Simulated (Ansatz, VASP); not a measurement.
**Two plane-wave programs on Sn**

INCAR

```
  ALGO = Normal
  EDIFF = 1E-7
  ENCUT = 520
  GGA = PS
  ISIF = 2
  ISMEAR = -1
  LASPH = T
  LCHARG = F
  LREAL = F
  LWAVE = F
  NBANDS = 13
  NELM = 100
  PREC = Accurate
  SIGMA = 0.1
```

The input KPOINTS:

```
k-points
0
Gamma
  8 8 8
```

File POSCAR:

```
Sn
1.0
   -1.6111521153      1.6750057500      2.1770621575
    1.6111521153     -1.6750057500      2.1770621575
    1.6111521153      1.6750057500     -2.1770621575
Sn
1
Direct
    0.0033238040     -0.0009931105     -0.0019548735
```

Input for Ansatz:

```yaml
crystal:
  lattice:
    - [-1.6111521153119175, 1.675005749961598, 2.177062157528923]
    - [1.6111521153119175, -1.6750057499615976, 2.177062157528922]
    - [1.611152115311917, 1.6750057499615971, -2.177062157528923]
  atoms:
    - { symbol: Sn, position: [0.003323804034760497, -0.0009931105435183405, -0.00195487346178558] }
kpoints:
  mp_grid:
    grid: [8, 8, 8]
hamiltonian:
  xc: pbesol
  pseudopotentials:
    kind: paw
scf:
  occupations:
    method: fermi_dirac
output:
  forces: true
  stress: true
```

Alike in both runs: task single point; functional PBEsol; k mesh 8 × 8 × 8; no spin polarisation.

```csv
,VASP,Ansatz
version,VASP 6.6.1,Ansatz 0.2.0
potentials or method,"VASP PAW PBE potentials, release 64 (Sn_d)","plane waves, PAW"
plane-wave cutoff (eV),520,420
occupations,"fermi-dirac, width 0.1 eV",fermi-dirac
valence electrons in the cell,14,14
```

VASP gave:

* pressure (GPa): 8.8
* traceless stress, the component that is largest in VASP (GPa): 1.51

Estimate Ansatz's values.

pressure (GPa): 8.8; traceless stress, the component that is largest in VASP (GPa): 1.52.

VASP's potentials were made for PBE, not for PBEsol.
